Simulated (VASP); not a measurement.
# SiN (P6_3/mmc) in VASP: a series of runs

The runs below take SiN through relaxation of cell and atoms, single point, with PBE.

Program: VASP 6.6.1. These are calculated values, not measurements. Logs are shortened: lines on timing, memory, paths and dates and some standing lists are left out, and cuts for length are marked.

### Step 1. The cell of the first run

It takes space group P6_3/mmc (No. 194, hexagonal). The conventional cell has a = 2.805 Å, b = 2.805 Å, c = 7.450 Å, α = 90.00°, β = 90.00°, γ = 120.00°. Within 2.2 Å of Si (site symmetry -6m2) lie 3 N at 1.62 Å. Within 2.2 Å of N (site symmetry -6m2) lie 3 Si at 1.62 Å.

The cell was generated, and may not be a known phase.

### Step 2. Relaxation of cell and atoms, PBE

The input, INCAR:

```
ALGO     = Normal         # electronic algorithm
EDIFF    = 1E-7           # SCF threshold, eV
EDIFFG   = -0.04          # ionic threshold
ENCUT    = 600            # plane-wave cutoff, eV
GGA      = PE             # functional
IBRION   = 2              # ionic algorithm
ISIF     = 3              # what is computed and relaxed
ISMEAR   = 0              # smearing method
LASPH    = T              # aspherical terms in the spheres
LCHARG   = F              # write CHGCAR
LREAL    = F              # projectors in reciprocal space
LWAVE    = F              # write WAVECAR
NELM     = 60             # most SCF steps
NSW      = 90             # ionic steps
PREC     = Accurate       # precision mode
SIGMA    = 0.1            # smearing width, eV
```

The input, KPOINTS:

```
k-points
0
Gamma
  6 6 4
```

The input, POSCAR:

```
SiN
1.0
    2.8049173600      0.0000000000      0.0000000000
   -1.4024586800      2.4291296900      0.0000000000
    0.0000000000      0.0000000000      7.4502811800
Si N
2 2
Direct
    0.3333333300      0.6666666700      0.7500000000
    0.6666666700      0.3333333300      0.2500000000
    0.3333333300      0.6666666700      0.2500000000
    0.6666666700      0.3333333300      0.7500000000
```

Potentials or basis: VASP PAW PBE potentials, release 64 (Si, N).

Launch:

```console
$ cat potpaw_PBE.64/Si/POTCAR potpaw_PBE.64/N/POTCAR > POTCAR
$ mpirun -np 1 vasp_std > vasp.out
```

OUTCAR:

```text
EDIFF = 1E-7
   EDIFFG = -0.04
   ENCUT = 600
   GGA = PE
   IBRION = 2
   ISIF = 3
   ISMEAR = 0
   LASPH = T
   LREAL = F
   NELM = 60
   NSW = 90
   PREC = Accurate

 ion  position               nearest neighbor table
   1  0.333  0.667  0.750-   4 1.62   4 1.62   4 1.62
   2  0.667  0.333  0.250-   3 1.62   3 1.62   3 1.62
   3  0.333  0.667  0.250-   2 1.62   2 1.62   2 1.62
   4  0.667  0.333  0.750-   1 1.62   1 1.62   1 1.62

  LATTYP: Found a hexagonal cell.
 ALAT       =     2.8049173600
 C/A-ratio  =     2.6561499766

  Lattice vectors:

 A1 = (   2.8049173600,   0.0000000000,   0.0000000000)
 A2 = (  -1.4024586800,   2.4291296900,   0.0000000000)
 A3 = (   0.0000000000,   0.0000000000,   7.4502811800)

Analysis of symmetry for initial positions (statically):
=====================================================================
 Subroutine PRICEL returns:
 Original cell was already a primitive cell.

 Routine SETGRP: Setting up the symmetry group for a
 hexagonal supercell.

 Subroutine GETGRP returns: Found 24 space group operations
 (whereof 12 operations were pure point group operations)
 out of a pool of 24 trial point group operations.

The static configuration has the point symmetry D_3d.
 The point group associated with its full space group is D_6h.

Analysis of symmetry for dynamics (positions and initial velocities):
=====================================================================
 Subroutine PRICEL returns:
 Original cell was already a primitive cell.

 Routine SETGRP: Setting up the symmetry group for a
 hexagonal supercell.

 Subroutine GETGRP returns: Found 24 space group operations
 (whereof 12 operations were pure point group operations)
 out of a pool of 24 trial point group operations.

The dynamic configuration has the point symmetry D_3d.
 The point group associated with its full space group is D_6h.

 Subroutine INISYM returns: Found 24 space group operations
 (whereof 12 operations are pure point group operations),
 and found     1 'primitive' translations

----------------------------------------------------------------------------------------

                                     Primitive cell

  volume of cell :      50.7626

  direct lattice vectors                    reciprocal lattice vectors
     2.804917360  0.000000000  0.000000000     0.356516742  0.205835037  0.000000000
    -1.402458680  2.429129690  0.000000000     0.000000000  0.411670074  0.000000000
     0.000000000  0.000000000  7.450281180     0.000000000  0.000000000  0.134223122

  length of vectors
     2.804917360  2.804917361  7.450281180     0.411670074  0.411670074  0.134223122

  position of ions in fractional coordinates (direct lattice)
     0.333333330  0.666666670  0.750000000
     0.666666670  0.333333330  0.250000000
     0.333333330  0.666666670  0.250000000
     0.666666670  0.333333330  0.750000000

  ion indices of the primitive-cell ions
   primitive index   ion index
                 1           1
                 2           2
                 3           3
                 4           4

----------------------------------------------------------------------------------------

 KPOINTS: k-points

Automatic generation of k-mesh.
 Grid dimensions read from file:
 generate k-points for:    6    6    4

 Generating k-lattice:

  Cartesian coordinates                     Fractional coordinates (reciprocal lattice)
     0.059419457  0.034305840  0.000000000     0.166666667 -0.000000000  0.000000000
     0.000000000  0.068611679  0.000000000     0.000000000  0.166666667  0.000000000
     0.000000000  0.000000000  0.033555781     0.000000000  0.000000000  0.250000000

  Length of vectors
     0.068611679  0.068611679  0.033555781

  Shift w.r.t. Gamma in fractional coordinates (k-lattice)
     0.000000000  0.000000000  0.000000000

 Subroutine IBZKPT returns following result:
 ===========================================

 Found     21 irreducible k-points:

 Following reciprocal coordinates:
            Coordinates               Weight
  0.000000  0.000000  0.000000      1.000000
  0.166667  0.000000  0.000000      6.000000
  0.333333 -0.000000  0.000000      6.000000
  0.500000  0.000000  0.000000      3.000000
  0.166667  0.166667  0.000000      6.000000
  0.333333  0.166667  0.000000     12.000000
[... 13 lines left out ...]
  0.333333  0.166667  0.500000     12.000000
  0.333333  0.333333  0.500000      2.000000
   k-points           NKPTS =     21   k-points in BZ     NKDIM =     21   number of bands    NBANDS=     13
   number of dos      NEDOS =    301   number of ions     NIONS =      4
   total plane-waves  NPLWV =  34560
   dimension x,y,z NGX =    24 NGY =   24 NGZ =   60
   dimension x,y,z NGXF=    48 NGYF=   48 NGZF=  120
   ions per type =               2   2
   NGX,Y,Z   is equivalent  to a cutoff of  14.22, 14.22, 13.39 a.u.
   NGXF,Y,Z  is equivalent  to a cutoff of  28.45, 28.45, 26.78 a.u.
 SYSTEM =  unknown system
   PREC   = accura    normal or accurate (medium, high low for compatibility)
   ISTART =      0    job   : 0-new  1-cont  2-samecut
   ICHARG =      2    charge: 1-file 2-atom 10-const
   ISPIN  =      1    spin polarized calculation?
   LNONCOLLINEAR =      F non collinear calculations
   LSORBIT =      F    spin-orbit coupling
   LASPH  =      T    aspherical Exc in radial PAW
   ENCUT  =  600.0 eV  44.10 Ry    6.64 a.u.   5.60  5.60 14.88*2*pi/ulx,y,z
   NELM   =     60;   NELMIN=  2; NELMDL= -5     # of ELM steps
   EDIFF  = 0.1E-06   stopping-criterion for ELM
   LREAL  =      F    real-space projection
   EDIFFG = -.4E-01   stopping-criterion for IOM
   NSW    =     90    number of steps for IOM
   IBRION =      2    ionic relax: 0-MD 1-quasi-New 2-CG
   NFREE  =      1    steps in history (QN), initial steepest desc. (CG)
   ISIF   =      3    stress and relaxation
   ISYM   =      2    0-nonsym 1-usesym 2-fastsym
   POTIM  = 0.5000    time-step for ionic-motion
   TEBEG  =    0.0;   TEEND  =   0.0 temperature during run
   PSTRESS=    0.0 pullay stress
   NELECT =      18.0000    total number of electrons
   NUPDOWN=      -1.0000    fix difference up-down
   EMIN   =  10.00;   EMAX   =-10.00  energy-range for DOS
   EFERMI =   0.00;   METHOD = LEGACY
   ISMEAR =     0;   SIGMA  =   0.10  broadening in eV -4-tet -1-fermi 0-gaus
   EFERMI_NEDOS =   21; number of points for ismear=-14 and -15
   IALGO  =     38    algorithm
   IMIX   =      4    mixing-type and parameters
     AMIX     =   0.40;   BMIX     =  1.00
     AMIX_MAG =   1.60;   BMIX_MAG =  1.00
  volume/ion in A,a.u.               =      12.69        85.64
  Fermi-wavevector in a.u.,A,eV,Ry     =   1.158736  2.189694 18.268124  1.342669
  Thomas-Fermi vector in A             =   2.295335
   LORBIT       =      0    0 simple, 1 ext, 2 COOP (PROOUT), +10 PAW based schemes
   GGA     = PE    functional components
   LHFCALC =     F    Hartree Fock is set to
   AEXX    =    0.0000 exact exchange contribution
   IVDW    =     0    specifies the selected vdW correction
   LEPSILON=     F    determine dielectric tensor
   LRPA    =     F    only Hartree local field effects (RPA)
 conjugate gradient relaxation of ions
 non-spin polarized calculation
 Gauss-broadening in eV      SIGMA  =   0.10
  energy-cutoff  :      600.00
  volume of cell :       50.76
 maximum number of plane-waves:      1722
 NGX is ok and might be reduce to    24
   NGX = 11   NGY = 11   NGZ = 29

--------------------------------------- Ionic step        1  -------------------------------------------

 number of electron      18.0000002 magnetization

 Free energy of the ion-electron system (eV)
  ---------------------------------------------------
  ext. energy  EPLUGINS =         0.00000000
  ---------------------------------------------------
  free energy    TOTEN  =       -24.71166992 eV

  energy without entropy =      -24.68925291  energy(sigma->0) =      -24.70046141

------------------------ aborting loop because EDIFF is reached ----------------------------------------

  FORCE on cell =-STRESS in cart. coord.  units (eV):
  Direction    XX          YY          ZZ          XY          YZ          ZX
  --------------------------------------------------------------------------------------
  -------------------------------------------------------------------------------------
  Total       19.9645769     19.9645769     -0.5299417      0.0000000      0.0000000      0.0000000
  in kB      630.1257925    630.1257928    -16.7261227      0.0000000      0.0000000      0.0000000
  external PRESSURE =     414.5084875 kB  Pullay stress =       0.0000000 kB
[... 23 lines left out ...]
  energy  without entropy=      -24.6892529062  energy(sigma->0) =      -24.70046141

--------------------------------------- Ionic step        2  -------------------------------------------

 number of electron      18.0000005 magnetization

 E-fermi :   3.6082     XC(G=0):  -8.5147

 val. band max:        3.5263221621   @ k =   0.1667   0.1667   0.2500
 cond. band min:       3.8351756071   @ k =   0.1667   0.1667   0.5000
 fundamental gap:      0.3088534451
 Fermi energy:         3.6081952781

 k-point     1 :       0.0000    0.0000    0.0000
  band No.  band energies     occupation
      1     -12.6637      2.00000
      2     -12.4717      2.00000
      3      -1.9357      2.00000
      4      -0.6303      2.00000
      5      -0.6303      2.00000
      6      -0.5587      2.00000
      7      -0.5587      2.00000
      8       0.1158      2.00000
      9       0.2542      2.00000
     10       1.0305      2.00000
     11       6.4524      0.00000
     12       7.4274      0.00000
     13       7.6357      0.00000
[... 387 lines left out ...]
  FREE ENERGIE OF THE ION-ELECTRON SYSTEM (eV)
  ---------------------------------------------------
  free  energy   TOTEN  =       -26.2164435886 eV

  energy  without entropy=      -26.1785657585  energy(sigma->0) =      -26.19750467

[... ionic steps 4 to 8 ...]

--------------------------------------- Ionic step        9  -------------------------------------------

 number of electron      17.9999999 magnetization

------------------------ aborting loop because EDIFF is reached ----------------------------------------

  FORCE on cell =-STRESS in cart. coord.  units (eV):
  Direction    XX          YY          ZZ          XY          YZ          ZX
  --------------------------------------------------------------------------------------
  -------------------------------------------------------------------------------------
  Total       -0.0659122     -0.0659122     -0.1625036      0.0000000     -0.0000000      0.0000000
  in kB       -1.8788238     -1.8788238     -4.6321604      0.0000000     -0.0000000      0.0000000
  external PRESSURE =      -2.7966027 kB  Pullay stress =       0.0000000 kB
[... 23 lines left out ...]
  energy  without entropy=      -26.2458550205  energy(sigma->0) =      -26.25834206

--------------------------------------- Ionic step       10  -------------------------------------------

 number of electron      17.9999998 magnetization

 E-fermi :   8.2800     XC(G=0): -10.3351

 val. band max:        8.2644767538   @ k =   0.1667   0.0000   0.5000
 cond. band min:       8.2859898819   @ k =   0.3333  -0.0000   0.5000
 fundamental gap:      0.0215131282
 Fermi energy:         8.2799653647

 k-point     1 :       0.0000    0.0000    0.0000
  band No.  band energies     occupation
      1     -11.9871      2.00000
      2     -11.4763      2.00000
      3      -0.9121      2.00000
      4       1.4998      2.00000
      5       1.4998      2.00000
      6       1.6295      2.00000
      7       1.6295      2.00000
      8       2.6069      2.00000
      9       5.5000      2.00000
     10       7.8690      2.00000
     11      11.5942      0.00000
     12      12.7287      0.00000
     13      13.8061      0.00000
[... 353 lines left out ...]
  energy  without entropy=      -26.2254755478  energy(sigma->0) =      -26.23304759

--------------------------------------- Ionic step       11  -------------------------------------------

 number of electron      17.9999998 magnetization

 Free energy of the ion-electron system (eV)
  ---------------------------------------------------
  ext. energy  EPLUGINS =         0.00000000
  ---------------------------------------------------
  free energy    TOTEN  =       -26.27213601 eV

  energy without entropy =      -26.25030223  energy(sigma->0) =      -26.26121912

 E-fermi :   7.3936     XC(G=0):  -9.9313

 val. band max:        7.3291512368   @ k =   0.3333   0.1667   0.5000
 cond. band min:       7.4143553576   @ k =   0.3333  -0.0000   0.5000
 fundamental gap:      0.0852041208
 Fermi energy:         7.3935955576

 k-point     1 :       0.0000    0.0000    0.0000
  band No.  band energies     occupation
      1     -12.6835      2.00000
      2     -12.3877      2.00000
      3      -1.2846      2.00000
      4       0.7162      2.00000
      5       0.7162      2.00000
      6       0.7836      2.00000
      7       0.7836      2.00000
      8       1.2899      2.00000
      9       4.6598      2.00000
     10       6.9199      2.00000
     11      10.3075      0.00000
     12      11.9906      0.00000
     13      12.3203      0.00000
[... 349 lines left out ...]
  FREE ENERGIE OF THE ION-ELECTRON SYSTEM (eV)
  ---------------------------------------------------
  free  energy   TOTEN  =       -26.2721360052 eV

  energy  without entropy=      -26.2503022339  energy(sigma->0) =      -26.26121912

 reached required accuracy - stopping structural energy minimisation
```

Run time: 3.5 min. Hardware: 1 thread of AMD EPYC 7R13, shared host; peak memory 0.18 GiB.

What came out:

```yaml
Free_energy: -26.2721 eV
Relaxed_volume: 13.86 Å³/atom
Relaxed_cell: a = 3.059 Å, b = 3.059 Å, c = 6.841 Å, α = 90.00°, β = 90.00°, γ = 120.00°
Space_group_after_relaxing_to_0.1_Å: P6_3/mmc (No. 194)
Energy_gained_by_relaxing: 390.1 meV/atom
Ionic_steps: 11
Pressure_after_relaxing: -0.1 GPa
Band_gap_on_the_k_mesh: zero (bands 9 and 10 overlap by 1.94 eV)
```

The path:
```csv
step,energy change (eV),largest force (eV/Å),pressure (GPa),volume (Å³)
1,0.0000,0.0000,41.45,50.76
2,0.1432,0.0000,-17.78,77.65
3,-1.5048,0.0000,-3.56,61.72
4,-1.5258,0.0000,-2.02,60.78
5,-1.5302,0.0000,-0.25,60.00
6,-1.5304,0.0000,-0.71,60.19
7,-1.5345,0.0000,-0.70,59.79
8,-1.5453,0.0000,-0.63,58.60
9,-1.5592,0.0000,-0.28,56.21
10,-1.5289,0.0000,1.46,51.42
11,-1.5605,0.0000,-0.06,55.43
```

Final structure:
```yaml
crystal:
  lattice:
    - [3.05866, 0.00000, 0.00000]
    - [-1.52933, 2.64887, 0.00000]
    - [0.00000, 0.00000, 6.84117]
  atoms:
    - { symbol: Si, position: [0.33333, 0.66667, 0.75000] }
    - { symbol: Si, position: [0.66667, 0.33333, 0.25000] }
    - { symbol: N, position: [0.33333, 0.66667, 0.25000] }
    - { symbol: N, position: [0.66667, 0.33333, 0.75000] }
```

Levels at points of the mesh, in eV from the Fermi level:
| k point | band 7 | band 8 | band 9 | band 10 | band 11 | band 12 |
| --- | --- | --- | --- | --- | --- | --- |
| (0.00, 0.00, 0.00) | -6.61 | -6.10 | -2.73 | -0.47 | 2.91 | 4.60 |
| (0.50, 0.00, 0.00) | -5.82 | -4.87 | -0.50 | -0.35 | 0.06 | 0.63 |
| (0.00, 0.00, 0.50) | -6.64 | -6.64 | -1.27 | -1.27 | 3.23 | 3.23 |
| (0.50, 0.00, 0.50) | -5.27 | -5.27 | -0.68 | -0.68 | 0.36 | 0.36 |

Caveat: the k points lie up to 0.40 Å⁻¹ apart in the final cell, too coarse for converged energies and pressures of a metal.

[end of part 1 of 2]

The gap in the log of VASP goes by the Fermi energy; the results here count the filled bands.